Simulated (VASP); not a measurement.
Crystal: GaSb.

```
CELL_PARAMETERS angstrom
0.00000 3.03847 3.03847
3.03847 0.00000 3.03847
3.03847 3.03847 0.00000
ATOMIC_POSITIONS crystal
Sb 0.75000 0.75000 0.75000
Ga 0.00000 0.00000 0.00000
```

Base run:

| Quantity | Value |
| --- | --- |
| Program | VASP 6.6.1 |
| Functional | revPBE |
| Dispersion | D3(BJ) |
| Potentials or basis | VASP PAW PBE potentials, release 64 (Sb, Ga_d) |
| Cutoff | 520 eV |
| k mesh | 8 × 8 × 8 |
| Occupations | fermi-dirac, width 0.05 eV |
| Spin | no spin polarisation |

Its results: band gap on the k mesh 0.25 eV, direct; pressure 0.7 GPa.

Question: After a change of settings the same cell gave: band gap on the k mesh 0.28 eV, direct; pressure -4.7 GPa. Which change was it?
A. functional from revPBE to r2SCAN; dispersion from D3(BJ) to D4
B. dispersion from D3(BJ) to none
C. functional from revPBE to PBEsol; dispersion from D3(BJ) to none
D. functional from revPBE to RPBE

Answer: D.

Caveats: the PAW data sets were made with another functional, which shifts forces and pressure a little; spin-orbit coupling is left out, which moves the levels of the heavy elements.
